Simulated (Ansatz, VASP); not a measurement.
MoS: VASP beside Ansatz

The input POSCAR:

```
MoS
1.0
    0.0000000000      2.7128899373      2.7128899373
    2.7128899373      0.0000000000      2.7128899373
    2.7128899373      2.7128899373      0.0000000000
Mo S
1 1
Direct
    0.0000000000      0.0000000000      0.0000000000
    0.2500000000      0.2500000000      0.2500000000
```

Contents of INCAR.step1:

```
SYSTEM = MoS
ALGO = Normal
EDIFF = 1E-4
ENCUT = 520
GGA = PE
ISMEAR = 0
ISPIN = 2
LASPH = .True.
LCHARG = .False.
LMAXMIX = 4
LREAL = .False.
LWAVE = .True.
MAGMOM = 0.91 0
NBANDS = 21
NELM = 150
PREC = Accurate
SIGMA = 0.05
```

File INCAR.step2:

```
SYSTEM = MoS
ALGO = Normal
EDIFF = 1E-7
ENCUT = 520
ISIF = 2
ISMEAR = 0
ISPIN = 2
ISTART = 1
LASPH = .True.
LCHARG = .True.
LELF = .True.
LMAXMIX = 4
LMIXTAU = .True.
LORBIT = 11
LREAL = .False.
LVHAR = .True.
LWAVE = .False.
MAGMOM = 0.91 0
METAGGA = R2SCAN
NBANDS = 21
NELM = 150
PREC = Accurate
SIGMA = 0.05
```

KPOINTS

```
k-points
0
Gamma
  12 12 12
  0 0 0
```

Input for Ansatz:

```yaml
crystal:
  lattice:
    - [0.0, 2.7128899373, 2.7128899373]
    - [2.7128899373, 0.0, 2.7128899373]
    - [2.7128899373, 2.7128899373, 0.0]
  atoms:
    - { symbol: Mo, position: [0.0, 0.0, 0.0], spin: 0.91 }
    - { symbol: S, position: [0.25, 0.25, 0.25] }
basis:
  ecutwfc: 500
  ecutrho_ratio: 4
kpoints:
  mp_grid: { grid: [12, 12, 12] }
hamiltonian:
  xc: r2scan
scf:
  occupations: { method: gaussian, width: 0.05 }
output:
  forces: true
  stress: true
  eigenvalues: true
  populations: true
  write_density: true
  write_potential: true
  elf: true
  volumetric_format: npy
magnetization:
  spin_polarized: true
```

Alike in both runs: task single point; functional r2SCAN; k mesh 12 × 12 × 12; occupations gaussian, width 0.05 eV; collinear spin.

```csv
,VASP,Ansatz
version,VASP 6.6.1,Ansatz 0.2.0
potentials or method,"VASP PAW PBE potentials, release 64 (Mo_sv, S), cutoff 520 eV","scalar-relativistic, plane waves, PAW"
valence electrons in the cell,20,20
```

Ansatz gave:

* gap on the k mesh at the Fermi level (eV): none
* pressure (GPa): -4.7
* net moment per atom (μB): 0.62
* size of the moment on the site where the two differ most (μB): 0.85

Task: Estimate VASP's values.

Result: gap on the k mesh at the Fermi level (eV): none; pressure (GPa): -7.8; net moment per atom (μB): 0.00; size of the moment on the site where the two differ most (μB): 0.00.

The net moments are unlike, so the other rows may belong to different states. VASP's potentials were made for PBE, not for r2SCAN. Site moments also hang on the region over which each program counts them. A gap of «none» marks a metal or a gap that the smearing closes. Ansatz's warnings: stability check not made.
